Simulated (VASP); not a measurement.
C, 2 atoms in the cell. The structure is cubic, space group Fd-3m (No. 227). Conventional cell: a = 3.572 Å, b = 3.572 Å, c = 3.572 Å, α = 90.00°, β = 90.00°, γ = 90.00°. C (site symmetry -43m) has 4 C at 1.55 Å within 2.1 Å. 

| Quantity | Value |
| --- | --- |
| Program | VASP 6.6.1 |
| Task | single point |
| Functional | HSE06 |
| Potentials or basis | VASP PAW PBE potentials, release 64 (C) |
| Cutoff | 520 eV |
| k mesh | 9 × 9 × 9 |
| Occupations | fermi-dirac, width 0.01 eV |
| Spin | no spin polarisation |
| Dipole correction | no |
| Grid for exact exchange (PRECFOCK) | Normal |
| Further INCAR settings | ALGO = Normal; EDIFF = 1e-06; NBANDS = 11 |
| Share of exact exchange | 0.25 |
| Screening parameter | 0.2079 1/Å |

Potentials or basis: VASP PAW PBE potentials, release 64 (C).

Launch:

```console
$ cat potpaw_PBE.64/C/POTCAR > POTCAR
$ cp INCAR.step1 INCAR
$ mpirun -np 1 vasp_std > vasp.out
$ cp INCAR.step2 INCAR
$ mpirun -np 1 vasp_std > vasp.out
```

Hardware: 1 thread of Intel(R) Xeon(R) Platinum 8488C (Sapphire Rapids), with other jobs on the host.

Estimate the wall time of this run.

Run time: 11 min on 1 thread of Intel(R) Xeon(R) Platinum 8488C (Sapphire Rapids), on a shared host, peak memory 0.22 GiB. Counts: k points 35.
